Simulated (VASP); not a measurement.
Input of a VASP 6.6.1 run:

The input POSCAR:

```
PbO
1.0
    3.9900000000      0.0000000000      0.0000000000
    0.0000000000      3.9900000000      0.0000000000
    0.0000000000      0.0000000000      5.0100000000
Pb O
2 2
Direct
    0.0000000000      0.5000000000      0.2400000000
    0.5000000000      0.0000000000      0.7600000000
    0.0000000000      0.0000000000      0.0000000000
    0.5000000000      0.5000000000      0.0000000000
```

The input INCAR.step1:

```
PREC = Accurate
ENCUT = 580
EDIFF = 1E-5
ISMEAR = 0
SIGMA = 0.01
LREAL = F
LASPH = T
NELM = 120
ALGO = Normal
ISIF = 2
LWAVE = T
LCHARG = F
GGA = PE
NBANDS = 28
GGA_COMPAT = F
```

INCAR.step2

```
PREC = Accurate
ENCUT = 580
EDIFF = 1E-6
ISMEAR = 0
SIGMA = 0.01
LREAL = F
LASPH = T
NELM = 120
ALGO = Normal
ISIF = 2
LWAVE = F
LCHARG = F
METAGGA = R2SCAN
LHFCALC = T
AEXX = 0.1
LMIXTAU = T
PRECFOCK = Normal
ISTART = 1
NBANDS = 28
GGA_COMPAT = F
```

The input KPOINTS:

```
regular mesh
0
Gamma
  2 2 2
```

Potentials or basis: VASP PAW PBE potentials, release 64 (Pb_d, O).

Command:

```console
$ cat potpaw_PBE.64/Pb_d/POTCAR potpaw_PBE.64/O/POTCAR > POTCAR
$ cp INCAR.step1 INCAR
$ mpirun -np 1 vasp_std > vasp.out
$ cp INCAR.step2 INCAR
$ mpirun -np 1 vasp_std > vasp.out
```

Q: Predict the band gap on the k mesh.

A: 2.01 eV (least direct gap 3.21 eV).

Q: What does it give for the largest force?

A: 0.547 eV/Å.

Q: What does it give for the pressure?

A: -1.4 GPa.

Stress tensor (GPa, compression positive):
```
-1.17  0.00  0.00
 0.00 -1.17  0.00
 0.00  0.00 -1.99
```

Caveat: the k points lie up to 0.79 Å⁻¹ apart; the PAW data sets were made with another functional, which shifts forces and pressure a little; spin-orbit coupling is left out, which moves the levels of the heavy elements. A k mesh can miss the band edges.
